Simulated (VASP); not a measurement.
A run of VASP 6.6.1 is set up as follows.

The input INCAR:

```
SYSTEM = SiC
PREC     = Accurate       ! precision mode
ENCUT    = 520            ! plane-wave cutoff, eV
EDIFF    = 1E-6           ! SCF threshold, eV
ISMEAR   = -1             ! smearing method
SIGMA    = 0.1            ! smearing width, eV
LREAL    = .False.        ! projectors in reciprocal space
LASPH    = .True.         ! aspherical terms in the spheres
NELM     = 100            ! most SCF steps
ALGO     = Normal         ! electronic algorithm
ISIF     = 2              ! what is computed and relaxed
LWAVE    = .False.        ! write WAVECAR
LCHARG   = .False.        ! write CHGCAR
GGA      = PS             ! functional
NBANDS   = 11             ! bands
```

KPOINTS

```
Automatic mesh
0
Gamma
  15 15 15
  0 0 0
```

The input POSCAR:

```
SiC
1.0
    0.0000000000      2.1784018475      2.1784018475
    2.1784018475      0.0000000000      2.1784018475
    2.1784018475      2.1784018475      0.0000000000
Si C
1 1
Direct
    0.0000000000      0.0000000000      0.0000000000
    0.2500000000      0.2500000000      0.2500000000
```

Potentials or basis: VASP PAW PBE potentials, release 64 (Si, C).

Command:

```bash
$ cat potpaw_PBE.64/Si/POTCAR potpaw_PBE.64/C/POTCAR > POTCAR
$ mpirun -np 1 vasp_std > vasp.out
```

Question: Estimate the band gap on the k mesh.

Answer: 1.29 eV, indirect (least direct gap 4.47 eV).

Question: Predict the pressure.

Answer: 0.4 GPa.

Caveat: the PAW data sets were made with another functional, which shifts forces and pressure a little. A k mesh can miss the band edges.
